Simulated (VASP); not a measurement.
Input of a VASP 6.6.1 run:

INCAR

```
ALGO     = Normal         # electronic algorithm
EDIFF    = 1E-7           # SCF threshold, eV
EDIFFG   = -0.01          # ionic threshold
ENCUT    = 750            # plane-wave cutoff, eV
GGA      = PS             # functional
GGA_COMPAT= F            
IBRION   = 2              # ionic algorithm
ISIF     = 4              # what is computed and relaxed
ISMEAR   = 0              # smearing method
LASPH    = T              # aspherical terms in the spheres
LCHARG   = F              # write CHGCAR
LREAL    = F              # projectors in reciprocal space
LWAVE    = F              # write WAVECAR
NELM     = 120            # most SCF steps
NELMIN   = 4            
NSW      = 50             # ionic steps
PREC     = Accurate       # precision mode
SIGMA    = 0.02           # smearing width, eV
```

The input KPOINTS:

```
k-points
0
Gamma
  12 12 12
```

POSCAR

```
MgO2
1.0
    1.5995059095      0.9234751674      3.4916042370
   -1.5995059095      0.9234751674      3.4916042370
    0.0000000000     -1.8469503349      3.4916042370
Mg O
1 2
Direct
    0.0000000000      0.0000000000      0.0000000000
    0.4291433726      0.4291433726      0.4291433726
    0.5708566274      0.5708566274      0.5708566274
```

Potentials or basis: VASP PAW PBE potentials, release 64 (Mg_sv, O).

The run is started by

```sh
$ cat potpaw_PBE.64/Mg_sv/POTCAR potpaw_PBE.64/O/POTCAR > POTCAR
$ mpirun -np 1 vasp_std > vasp.out
```

**Question.** What does it give for the band gap on the k mesh?

**Answer.** 2.31 eV.

Forces in eV/Å, atoms in the order of the input:
```
Mg   0.000  0.000  0.000
O    0.000  0.000 -0.007
O    0.000  0.000  0.007
```

Caveat: the PAW data sets were made with another functional, which shifts forces and pressure a little. A k mesh can miss the band edges.
